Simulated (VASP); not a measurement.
A run of VASP 6.6.1 is set up as follows.

Contents of INCAR:

```
SYSTEM = CoO
ALGO = Normal ; EDIFF = 1E-6
ENCUT = 520 ; GGA = PS
ISIF = 2 ; ISMEAR = 0
ISPIN = 2 ; LASPH = .TRUE.
LCHARG = .FALSE. ; LMAXMIX = 4
LORBIT = 11 ; LREAL = .FALSE.
LWAVE = .FALSE. ; MAGMOM = 3 0
NBANDS = 18 ; NELM = 150
PREC = Accurate ; SIGMA = 0.1
```

File KPOINTS:

```
k-points
0
G
  8 8 8
  0 0 0
```

POSCAR

```
CoO
1.0
   -1.5080001529      1.5080001529      2.1072499549
    1.5080001529     -1.5080001529      2.1072499549
    1.5080001529      1.5080001529     -2.1072499549
Co O
1 1
Direct
    0.0000000000      0.0000000000      0.0000000000
    0.5000000000      0.5000000000      0.0000000000
```

Potentials or basis: VASP PAW PBE potentials, release 64 (Co, O).

Command:

```sh
$ cat potpaw_PBE.64/Co/POTCAR potpaw_PBE.64/O/POTCAR > POTCAR
$ mpirun -np 1 vasp_std > vasp.out
```

Task: What does it give for the net moment?

Result: 2.89 μB per cell.

Task: What does it give for the site moments?

Result: Co +2.53; O +0.30 μB.

Stress tensor (GPa, compression positive):
```
-10.18   0.00   0.00
  0.00 -10.18   0.00
  0.00   0.00 -10.09
```

Caveat: the k points lie up to 0.37 Å⁻¹ apart; the PAW data sets were made with another functional, which shifts forces and pressure a little; a cell with one magnetic atom can't hold antiferromagnetic order, which such compounds often take.
